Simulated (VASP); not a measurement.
# CdO (Fm-3m) in VASP: a series of runs

The runs below take CdO through single point, with LDA.

Program: VASP 6.6.1. These are calculated values, not measurements. Logs are shortened: lines on timing, memory, paths and dates and some standing lists are left out, and cuts for length are marked.

### 1 The cell of the first run

It takes space group Fm-3m (No. 225, cubic). The conventional cell has a = 4.699 Å, b = 4.699 Å, c = 4.699 Å, α = 90.00°, β = 90.00°, γ = 90.00°. Cd (site symmetry m-3m) has 6 O at 2.35 Å within 3.1 Å. O (site symmetry m-3m) has 6 Cd at 2.35 Å within 3.1 Å.

### 2 Single point, LDA

Input file INCAR:

```
  PREC = Accurate
  ENCUT = 600
  EDIFF = 1E-6
  ISMEAR = -1
  SIGMA = 0.1
  LREAL = False
  LASPH = True
  NELM = 120
  ALGO = Normal
  ISIF = 2
  LWAVE = False
  LCHARG = False
  NBANDS = 16
  GGA_COMPAT = False
```

Input file KPOINTS:

```
regular mesh
0
Gamma
  7 7 7
```

Input file POSCAR:

```
CdO
1.0
    0.0000000000      2.3495000000      2.3495000000
    2.3495000000      0.0000000000      2.3495000000
    2.3495000000      2.3495000000      0.0000000000
Cd O
1 1
Direct
    0.0000000000      0.0000000000      0.0000000000
    0.5000000000      0.5000000000      0.5000000000
```

Potentials or basis: VASP PAW LDA potentials, release 64 (Cd, O).

Launch:

```
$ cat potpaw_LDA.64/Cd/POTCAR potpaw_LDA.64/O/POTCAR > POTCAR
$ mpirun -np 1 vasp_std > vasp.out
```

OUTCAR:

```text
PREC = Accurate
   ENCUT = 600
   EDIFF = 1E-6
   ISMEAR = -1
   LREAL = False
   LASPH = True
   NELM = 120
   ISIF = 2

 ion  position               nearest neighbor table
   1  0.000  0.000  0.000-   2 2.35   2 2.35   2 2.35   2 2.35   2 2.35   2 2.35
   2  0.500  0.500  0.500-   1 2.35   1 2.35   1 2.35   1 2.35   1 2.35   1 2.35

  LATTYP: Found a face centered cubic cell.
 ALAT       =     4.6990000000

  Lattice vectors:

 A1 = (   0.0000000000,   2.3495000000,   2.3495000000)
 A2 = (   2.3495000000,   0.0000000000,   2.3495000000)
 A3 = (   2.3495000000,   2.3495000000,   0.0000000000)

Analysis of symmetry for initial positions (statically):
=====================================================================
 Subroutine PRICEL returns:
 Original cell was already a primitive cell.

 Routine SETGRP: Setting up the symmetry group for a
 face centered cubic supercell.

 Subroutine GETGRP returns: Found 48 space group operations
 (whereof 48 operations were pure point group operations)
 out of a pool of 48 trial point group operations.

The static configuration has the point symmetry O_h .

Analysis of symmetry for dynamics (positions and initial velocities):
=====================================================================
 Subroutine PRICEL returns:
 Original cell was already a primitive cell.

 Routine SETGRP: Setting up the symmetry group for a
 face centered cubic supercell.

 Subroutine GETGRP returns: Found 48 space group operations
 (whereof 48 operations were pure point group operations)
 out of a pool of 48 trial point group operations.

The dynamic configuration has the point symmetry O_h .

 Subroutine INISYM returns: Found 48 space group operations
 (whereof 48 operations are pure point group operations),
 and found     1 'primitive' translations

----------------------------------------------------------------------------------------

                                     Primitive cell

  volume of cell :      25.9392

  direct lattice vectors                    reciprocal lattice vectors
     0.000000000  2.349500000  2.349500000    -0.212811236  0.212811236  0.212811236
     2.349500000  0.000000000  2.349500000     0.212811236 -0.212811236  0.212811236
     2.349500000  2.349500000  0.000000000     0.212811236  0.212811236 -0.212811236

  length of vectors
     3.322694765  3.322694765  3.322694765     0.368599874  0.368599874  0.368599874

  position of ions in fractional coordinates (direct lattice)
     0.000000000  0.000000000  0.000000000
[... 72 lines left out ...]
   NELM   =    120;   NELMIN=  2; NELMDL= -5     # of ELM steps
   EDIFF  = 0.1E-05   stopping-criterion for ELM
   LREAL  =      F    real-space projection
   EDIFFG = 0.1E-04   stopping-criterion for IOM
   NSW    =      0    number of steps for IOM
   IBRION =     -1    ionic relax: 0-MD 1-quasi-New 2-CG
   NFREE  =      0    steps in history (QN), initial steepest desc. (CG)
   ISIF   =      2    stress and relaxation
   ISYM   =      2    0-nonsym 1-usesym 2-fastsym
   POTIM  = 0.5000    time-step for ionic-motion
   TEBEG  =    0.0;   TEEND  =   0.0 temperature during run
   PSTRESS=    0.0 pullay stress
   NELECT =      18.0000    total number of electrons
   NUPDOWN=      -1.0000    fix difference up-down
   EMIN   =  10.00;   EMAX   =-10.00  energy-range for DOS
   EFERMI =   0.00;   METHOD = LEGACY
   ISMEAR =    -1;   SIGMA  =   0.10  broadening in eV -4-tet -1-fermi 0-gaus
   EFERMI_NEDOS =   21; number of points for ismear=-14 and -15
   IALGO  =     38    algorithm
   IMIX   =      4    mixing-type and parameters
     AMIX     =   0.40;   BMIX     =  1.00
     AMIX_MAG =   1.60;   BMIX_MAG =  1.00
  volume/ion in A,a.u.               =      12.97        87.52
  Fermi-wavevector in a.u.,A,eV,Ry     =   1.449373  2.738918 28.581522  2.100683
  Thomas-Fermi vector in A             =   2.567107
   LORBIT       =      0    0 simple, 1 ext, 2 COOP (PROOUT), +10 PAW based schemes
   GGA     = CA    functional components
   LHFCALC =     F    Hartree Fock is set to
   AEXX    =    0.0000 exact exchange contribution
   IVDW    =     0    specifies the selected vdW correction
   LEPSILON=     F    determine dielectric tensor
   LRPA    =     F    only Hartree local field effects (RPA)
 non-spin polarized calculation
  energy-cutoff  :      600.00
  volume of cell :       25.94
 maximum number of plane-waves:       893
   NGX = 13   NGY = 13   NGZ = 13

 number of electron      18.0000002 magnetization

 Free energy of the ion-electron system (eV)
  ---------------------------------------------------
  ext. energy  EPLUGINS =         0.00000000
  ---------------------------------------------------
  free energy    TOTEN  =        -9.33584039 eV

  energy without entropy =       -9.33279631  energy(sigma->0) =       -9.33431835

 E-fermi :   2.0956     XC(G=0): -12.1973

 val. band max:        1.7174137725   @ k =   0.4286   0.0000   0.0000
 cond. band min:       2.9013137815   @ k =   0.1429   0.0000   0.0000
 fundamental gap:      1.1839000090
 Fermi energy:         2.0956219791

 k-point     1 :       0.0000    0.0000    0.0000
  band No.  band energies     occupation
      1     -15.3413      2.00000
      2      -4.8929      2.00000
      3      -4.8929      2.00000
      4      -4.8929      2.00000
      5      -4.5907      2.00000
      6      -4.5907      2.00000
[... 357 lines left out ...]
      3      -5.0360      2.00000
      4      -4.9354      2.00000
      5      -4.2296      2.00000
      6      -4.0724      2.00000
[... 8 lines left out ...]
     15      21.4172      0.00000
     16      26.7505      0.00000

------------------------ aborting loop because EDIFF is reached ----------------------------------------

  FORCE on cell =-STRESS in cart. coord.  units (eV):
  Direction    XX          YY          ZZ          XY          YZ          ZX
  --------------------------------------------------------------------------------------
  -------------------------------------------------------------------------------------
  Total       -0.7347098     -0.7347098     -0.7347098      0.0000000     -0.0000000     -0.0000000
  in kB      -45.3805813    -45.3805813    -45.3805813      0.0000000     -0.0000000     -0.0000000
  external PRESSURE =     -45.3805813 kB  Pullay stress =       0.0000000 kB

 VOLUME and BASIS-vectors are now :
 -----------------------------------------------------------------------------
  energy-cutoff  :      600.00
  volume of cell :       25.94
      direct lattice vectors                 reciprocal lattice vectors
     0.000000000  2.349500000  2.349500000    -0.212811236  0.212811236  0.212811236
     2.349500000  0.000000000  2.349500000     0.212811236 -0.212811236  0.212811236
     2.349500000  2.349500000  0.000000000     0.212811236  0.212811236 -0.212811236

 POSITION                                       TOTAL-FORCE (eV/Angst)
 -----------------------------------------------------------------------------------
      0.00000      0.00000      0.00000         0.000000      0.000000      0.000000
      2.34950      2.34950      2.34950        -0.000000     -0.000000     -0.000000
 -----------------------------------------------------------------------------------
    total drift:                                0.000000      0.000000      0.000000

  FREE ENERGIE OF THE ION-ELECTRON SYSTEM (eV)
  ---------------------------------------------------
  free  energy   TOTEN  =        -9.3358403902 eV

  energy  without entropy=       -9.3327963056  energy(sigma->0) =       -9.33431835
```

OSZICAR:

```text
N       E                     dE             d eps       ncg     rms          rms(c)
DAV:   1     0.121795415222E+03    0.12180E+03   -0.11303E+04   680   0.129E+03
DAV:   2    -0.741780021938E+01   -0.12921E+03   -0.11593E+03   736   0.304E+02
DAV:   3    -0.110113835918E+02   -0.35936E+01   -0.35868E+01   760   0.557E+01
DAV:   4    -0.110197388197E+02   -0.83552E-02   -0.83550E-02   848   0.269E+00
DAV:   5    -0.110197633743E+02   -0.24555E-04   -0.24555E-04   768   0.132E-01    0.104E+01
DAV:   6    -0.943645474420E+01    0.15833E+01   -0.45296E+00   872   0.367E+01    0.934E+00
DAV:   7    -0.936805103874E+01    0.68404E-01   -0.64163E-01   672   0.790E+00    0.481E+00
DAV:   8    -0.933966387593E+01    0.28387E-01   -0.12605E-01   656   0.292E+00    0.679E-01
DAV:   9    -0.933589706082E+01    0.37668E-02   -0.71441E-03   816   0.858E-01    0.136E-01
DAV:  10    -0.933583715377E+01    0.59907E-04   -0.99848E-04   664   0.292E-01    0.577E-02
DAV:  11    -0.933584176035E+01   -0.46066E-05   -0.33104E-05   824   0.678E-02    0.101E-02
DAV:  12    -0.933584038607E+01    0.13743E-05   -0.40164E-06   648   0.272E-02    0.286E-03
DAV:  13    -0.933584039022E+01   -0.41491E-08   -0.30850E-07   376   0.520E-03
   1 F= -.93358404E+01 E0= -.93343183E+01  d E =-.304408E-02
```

Wall time 6.1 s (1 thread of Intel Xeon 8259CL, shared host); peak memory 0.14 GiB.

Results:

* Free energy: -9.3358 eV
* Pressure: -4.5 GPa
* Band gap on the k mesh: zero (bands 9 and 10 overlap by 0.45 eV)

Caveat: the cell stands under tension; semilocal functionals underestimate gaps, and a narrow one can read as zero.

### 3 Single point, LDA

Input file INCAR:

```
SYSTEM = CdO
PREC = Accurate
ENCUT = 600
EDIFF = 1E-6
ISMEAR = -1
SIGMA = 0.1
LREAL = .FALSE.
LASPH = .TRUE.
NELM = 120
ALGO = Normal
ISIF = 2
LWAVE = .FALSE.
LCHARG = .FALSE.
GGA = CA
NBANDS = 16
GGA_COMPAT = .FALSE.
```

Input file KPOINTS:

```
Automatic mesh
0
G
  9 9 9
  0 0 0
```

POSCAR is that of step 2.

Potentials or basis: VASP PAW LDA potentials, release 64 (Cd, O).

Launch:

```
$ cat potpaw_LDA.64/Cd/POTCAR potpaw_LDA.64/O/POTCAR > POTCAR
$ mpirun -np 1 vasp_std > vasp.out
```

It took 16 s on 1 thread of Intel Xeon 8259CL, shared host; peak memory 0.15 GiB.

It converged, with:

```
Free energy            : -9.3345 eV
Pressure               : -4.6 GPa
Band gap on the k mesh : zero (bands 9 and 10 overlap by 0.47 eV)
```

Levels at points of the mesh, in eV from the Fermi level:
```
           k point  band 6  band 7  band 8  band 9  band 10  band 11  band 12  band 13
(0.00, 0.00, 0.00)   -6.72   -1.72   -1.72   -1.72    -0.86    14.46    16.53    16.53
```

Caveat: the cell stands under tension; semilocal functionals underestimate gaps, and a narrow one can read as zero.

The gap in the log of VASP goes by the Fermi energy; the results here count the filled bands.